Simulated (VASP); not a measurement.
Set up this calculation in VASP 6.6.1, as the native input.

| Quantity | Value |
| --- | --- |
| Task | single point |
| Functional | B3LYP5 |
| Potentials or basis | VASP PAW PBE potentials, release 64 (Ru_pv) |
| Cutoff | 520 eV |
| k mesh | 6 × 6 × 3 |
| Occupations | fermi-dirac, width 0.05 eV |
| Spin | no spin polarisation |
| Dipole correction | no |
| Grid for exact exchange (PRECFOCK) | Normal |
| Further INCAR settings | ALGO = Normal; EDIFF = 1e-07; NBANDS = 21 |

The system is Ru.

```
CELL_PARAMETERS angstrom
2.65056 0.00000 0.00000
-1.32528 2.29546 0.00000
0.00000 0.00000 4.19449
ATOMIC_POSITIONS crystal
Ru 0.66667 0.33333 0.75000
Ru 0.33333 0.66667 0.25000
```

These files were run (other wordings do the same):

POSCAR

```
Ru
1.0
    2.6505640930      0.0000000000      0.0000000000
   -1.3252820465      2.2954558389      0.0000000000
    0.0000000000      0.0000000000      4.1944897589
Ru
2
Direct
    0.6666666667      0.3333333333      0.7500000000
    0.3333333333      0.6666666667      0.2500000000
```

INCAR.step1

```
SYSTEM = Ru
PREC = Accurate
ENCUT = 520
EDIFF = 1E-5
ISMEAR = -1
SIGMA = 0.05
LREAL = .False.
LASPH = .True.
NELM = 80
ALGO = Normal
ISIF = 2
LWAVE = .True.
LCHARG = .False.
GGA = PE
NBANDS = 21
```

INCAR.step2

```
SYSTEM = Ru
PREC = Accurate
ENCUT = 520
EDIFF = 1E-7
ISMEAR = -1
SIGMA = 0.05
LREAL = .False.
LASPH = .True.
NELM = 80
ALGO = Normal
ISIF = 2
LWAVE = .False.
LCHARG = .False.
GGA = B5
LHFCALC = .True.
AEXX = 0.2
AGGAX = 0.72
AGGAC = 0.81
ALDAC = 0.19
PRECFOCK = Normal
ISTART = 1
NBANDS = 21
```

KPOINTS

```
Automatic mesh
0
Gamma
  6 6 3
  0 0 0
```

Potentials or basis: VASP PAW PBE potentials, release 64 (Ru_pv).

Command:

```console
$ cat potpaw_PBE.64/Ru_pv/POTCAR > POTCAR
$ cp INCAR.step1 INCAR
$ mpirun -np 1 vasp_std > vasp.out
$ cp INCAR.step2 INCAR
$ mpirun -np 1 vasp_std > vasp.out
```

It gave:

```
Pressure               : 32.5 GPa
Band gap on the k mesh : zero (band 14 reaches 16.50 eV, above the bottom of band 15 at 11.94 eV)
```

Caveat: the k points lie up to 0.50 Å⁻¹ apart; the PAW data sets were made with another functional, which shifts forces and pressure a little.

Run time: 29 min on 1 thread of Intel(R) Xeon(R) Platinum 8259CL CPU @ 2.50GHz (Skylake/Cascade Lake), on a shared host, peak memory 0.16 GiB.
